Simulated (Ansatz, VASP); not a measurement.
# One calculation of AlPd4, two programs

```
Al Pd
1.0
    -2.48072    2.48072    3.18117
     2.48072   -2.48072    3.18117
     2.48072    2.48072   -3.18117
Al Pd
1 4
Direct
  0.00000 0.00000 0.00000
  0.72789 0.72789 0.45578
  0.27211 0.27211 0.54422
  0.72789 0.27211 0.00000
  0.27211 0.72789 0.00000
```

Alike in both runs: task single point; functional PBE; k mesh 6 × 6 × 6; occupations gaussian, width 0.1 eV; no spin polarisation.

```csv
,VASP,Ansatz
version,VASP 6.6.1,Ansatz 0.2.0
potentials or method,"VASP PAW PBE potentials, release 64 (Al, Pd), cutoff 520 eV","scalar-relativistic, plane waves, PAW"
valence electrons in the cell,43,75
```

Ansatz gave:

| Property | Result |
| --- | --- |
| gap on the k mesh at the Fermi level (eV) | none |
| rms of the force components (eV/Å) | 1.455 |

Q: Which values does VASP return?

A: gap on the k mesh at the Fermi level (eV): none; rms of the force components (eV/Å): 1.551.

Atom by atom the forces differ by 0.096 eV/Å (rms over components). A gap of «none» marks a metal or a gap that the smearing closes. With one functional, cell and mesh, what is left measures potentials, basis and numerics. VASP's potentials hold 43 valence electrons a cell and Ansatz's 75, so a difference there can come from the potentials and not from the codes.
